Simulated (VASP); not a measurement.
Write the native input for VASP 6.6.1 that does the following.

| Property | Result |
| --- | --- |
| Task | single point |
| Functional | r2SCAN |
| Potentials or basis | VASP PAW PBE potentials, release 64 (Ti_sv, O) |
| Cutoff | 520 eV |
| k mesh | 12 × 12 × 12 |
| Occupations | gaussian, width 0.03 eV |
| Spin | no spin polarisation |
| Dipole correction | no |
| Further INCAR settings | ALGO = Normal; EDIFF = 1e-06; NBANDS = 16 |

Crystal: TiO.

```
CELL_PARAMETERS angstrom
3.11642 0.00000 0.00000
-1.55821 2.69890 0.00000
0.00000 0.00000 3.06263
ATOMIC_POSITIONS crystal
Ti 0.66667 0.33333 0.00000
O 0.00000 0.00000 0.50000
```

This cell differs from its parent crystal: ratio of the length along z to the lengths across it x 0.92, volume and fractional coordinates fixed.

The input as run:

POSCAR

```
TiO
1.0
    3.1164235284      0.0000000000      0.0000000000
   -1.5582117642      2.6989019446      0.0000000000
    0.0000000000      0.0000000000      3.0626344039
Ti O
1 1
Direct
    0.6666666667      0.3333333333      0.0000000000
    0.0000000000      0.0000000000      0.5000000000
```

INCAR.step1

```
SYSTEM = TiO
ALGO     = Normal         ! electronic algorithm
EDIFF    = 1E-4           ! SCF threshold, eV
ENCUT    = 520            ! plane-wave cutoff, eV
GGA      = PE             ! functional
ISMEAR   = 0              ! smearing method
LASPH    = .True.         ! aspherical terms in the spheres
LCHARG   = .False.        ! write CHGCAR
LREAL    = .False.        ! projectors in reciprocal space
LWAVE    = .True.         ! write WAVECAR
NBANDS   = 16             ! bands
NELM     = 100            ! most SCF steps
PREC     = Accurate       ! precision mode
SIGMA    = 0.03           ! smearing width, eV
```

INCAR.step2

```
SYSTEM = TiO
ALGO     = Normal         ! electronic algorithm
EDIFF    = 1E-6           ! SCF threshold, eV
ENCUT    = 520            ! plane-wave cutoff, eV
ISIF     = 2              ! what is computed and relaxed
ISMEAR   = 0              ! smearing method
ISTART   = 1            
LASPH    = .True.         ! aspherical terms in the spheres
LCHARG   = .False.        ! write CHGCAR
LMIXTAU  = .True.       
LREAL    = .False.        ! projectors in reciprocal space
LWAVE    = .False.        ! write WAVECAR
METAGGA  = R2SCAN         ! meta-GGA
NBANDS   = 16             ! bands
NELM     = 100            ! most SCF steps
PREC     = Accurate       ! precision mode
SIGMA    = 0.03           ! smearing width, eV
```

KPOINTS

```
k-points
0
Gamma
  12 12 12
  0 0 0
```

Potentials or basis: VASP PAW PBE potentials, release 64 (Ti_sv, O).

The run is started by

```sh
$ cat potpaw_PBE.64/Ti_sv/POTCAR potpaw_PBE.64/O/POTCAR > POTCAR
$ cp INCAR.step1 INCAR
$ mpirun -np 1 vasp_std > vasp.out
$ cp INCAR.step2 INCAR
$ mpirun -np 1 vasp_std > vasp.out
```

Results of the run:

```yaml
Pressure: -38.8 GPa
Band_gap_on_the_k_mesh: zero (bands 9 and 10 overlap by 0.03 eV)
```

Caveat: the cell stands under tension; the PAW data sets were made with another functional, which shifts forces and pressure a little; semilocal functionals often make such compounds metallic where correlation or magnetic order opens a gap, which also shifts bond lengths.

Wall time 3.5 min on 1 thread of Intel Xeon 8259CL (shared host), peak memory 0.19 GiB.
